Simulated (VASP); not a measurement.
Crystal: TiAl2.

```
Ti Al
1.0
     1.97955   -6.04720    0.00000
     1.97955    6.04720    0.00000
     0.00000    0.00000    4.03150
Ti Al
2 4
Cartesian
  1.9795 -1.8021 0.0000
  1.9795 1.8021 0.0000
  0.0000 0.0000 0.0000
  1.9795 -3.9186 2.0158
  1.9795 3.9186 2.0158
  1.9795 0.0000 2.0158
```

```yaml
Program: VASP 6.6.1
Task: relaxation of cell and atoms
Functional: r2SCAN
Potentials_or_basis: VASP PAW PBE potentials, release 64 (Ti_sv, Al)
Cutoff: 600 eV
k_mesh: 4 × 4 × 4
Occupations: gaussian, width 0.1 eV
Spin: no spin polarisation
```

At the start: pressure -1.8 GPa; volume 16.09 Å³/atom.

Where does the relaxation end?

Over 7 steps the energy falls by 17.5 meV/atom and the volume is 15.72 Å³/atom (-2.3 %); space group Cmmm (No. 65, to 0.1 Å) before and after.

Step by step:
```
step  energy change (eV)  largest force (eV/Å)  pressure (GPa)  volume (Å³)
   1              0.0000                0.9771           -1.77        96.52
   2             -0.0833                0.4096            0.70        94.06
   3             -0.0875                0.2451            1.47        93.38
   4             -0.1006                0.1081           -0.60        94.88
   5             -0.1008                0.1188           -0.37        94.70
   6             -0.1042                0.0629           -0.11        94.45
   7             -0.1047                0.0335            0.03        94.33
```

Final structure:
```
Ti Al
1.0
     1.96276   -6.02296    0.00000
     1.96276    6.02296    0.00000
     0.00000    0.00000    3.98958
Ti Al
2 4
Direct
  0.65616 0.34384 0.00000
  0.34384 0.65616 0.00000
  0.00000 0.00000 0.00000
  0.82675 0.17325 0.50000
  0.17325 0.82675 0.50000
  0.50000 0.50000 0.50000
```

Caveat: the k points lie up to 0.42 Å⁻¹ apart in the final cell, too coarse for converged energies and pressures of a metal; the PAW data sets were made with another functional, which shifts forces and pressure a little.
